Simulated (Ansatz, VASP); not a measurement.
Ge: VASP beside Ansatz

Contents of POSCAR:

```
Ge
1.0
   -2.5787736851      2.5787736851      1.3997351457
    2.5787736851     -2.5787736851      1.3997351457
    2.5787736851      2.5787736851     -1.3997351457
Ge
2
Direct
    0.2482700000      0.7338700000      0.4799100000
    0.4948400000      0.4987800000      0.9910700000
```

Contents of INCAR.step1:

```
SYSTEM = Ge
  PREC = Accurate
  ENCUT = 520
  ISMEAR = 1
  SIGMA = 0.1
  LREAL = .FALSE.
  LASPH = .TRUE.
  NELM = 60
  NBANDS = 21
  GGA = PE
  ALGO = Normal
  EDIFF = 1E-4
  LWAVE = .TRUE.
  LCHARG = .FALSE.
```

File INCAR.step2:

```
SYSTEM = Ge
  PREC = Accurate
  ENCUT = 520
  EDIFF = 1E-6
  ISMEAR = 1
  SIGMA = 0.1
  LREAL = .FALSE.
  LASPH = .TRUE.
  NELM = 60
  ALGO = Normal
  ISIF = 2
  LWAVE = .FALSE.
  LCHARG = .FALSE.
  METAGGA = R2SCAN
  LMIXTAU = .TRUE.
  NBANDS = 21
  ISTART = 1
```

The input KPOINTS:

```
regular mesh
0
G
  8 8 6
  0 0 0
```

Input for Ansatz:

```yaml
crystal:
  lattice:
    - [-2.578773685104473, 2.578773685104473, 1.3997351457188965]
    - [2.578773685104473, -2.578773685104473, 1.3997351457188965]
    - [2.578773685104473, 2.578773685104473, -1.3997351457188965]
  atoms:
    - { symbol: Ge, position: [0.24827, 0.73387, 0.47991] }
    - { symbol: Ge, position: [0.49484, 0.49878, 0.99107] }
basis:
  ecutwfc: 650.0
  xc_grid: 2
kpoints:
  mp_grid:
    grid: [8, 8, 6]
hamiltonian:
  xc: r2scan
scf:
  convergence:
    dr2_threshold: 1.0e-09
  occupations:
    method: cold
    width: 0.1
output:
  forces: true
  stress: true
```

Alike in both runs: task single point; functional r2SCAN; k mesh 8 × 8 × 6; no spin polarisation.

|  | VASP | Ansatz |
| --- | --- | --- |
| version | VASP 6.6.1 | Ansatz 0.2.0 |
| potentials or method | VASP PAW PBE potentials, release 64 (Ge_d), cutoff 520 eV | plane waves, PAW |
| occupations | methfessel-paxton of order 1, width 0.1 eV | cold, width 0.1 eV |
| valence electrons in the cell | 28 | 28 |

|  | VASP | Ansatz | Ansatz less VASP |
| --- | --- | --- | --- |
| pressure (GPa) | 0.5 | 0.5 | 0.00 |
| traceless stress, the component that is largest in VASP (GPa) | 2.61 | 2.72 | +0.102 |
| rms of the force components (eV/Å) | 0.113 | 0.113 | +0.0005 |

VASP's potentials were made for PBE, not for r2SCAN. Atom by atom the forces differ by 0.002 eV/Å (rms over components). Ansatz's warnings: stress scf threshold loose.
